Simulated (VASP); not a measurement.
Input of a VASP 6.6.1 run:

File INCAR:

```
PREC = Accurate ; ENCUT = 520
EDIFF = 1E-6 ; ISMEAR = 0
SIGMA = 0.1 ; LREAL = F
LASPH = T ; NELM = 60
ALGO = Normal ; ISIF = 2
LWAVE = F ; LCHARG = T
GGA = PS ; LELF = T
LVHAR = T ; NBANDS = 14
```

KPOINTS

```
Automatic mesh
0
Gamma
  16 16 16
```

Contents of POSCAR:

```
HfN
1.0
    0.0000000000      2.2507751463      2.2507751463
    2.2507751463      0.0000000000      2.2507751463
    2.2507751463      2.2507751463      0.0000000000
Hf N
1 1
Direct
    0.0000000000      0.0000000000      0.0000000000
    0.5000000000      0.5000000000      0.5000000000
```

Potentials or basis: VASP PAW PBE potentials, release 64 (Hf_pv, N).

The run is started by

```bash
$ cat potpaw_PBE.64/Hf_pv/POTCAR potpaw_PBE.64/N/POTCAR > POTCAR
$ mpirun -np 1 vasp_std > vasp.out
```

Problem. Predict the pressure.

Solution. -2.2 GPa.

Caveat: the PAW data sets were made with another functional, which shifts forces and pressure a little.
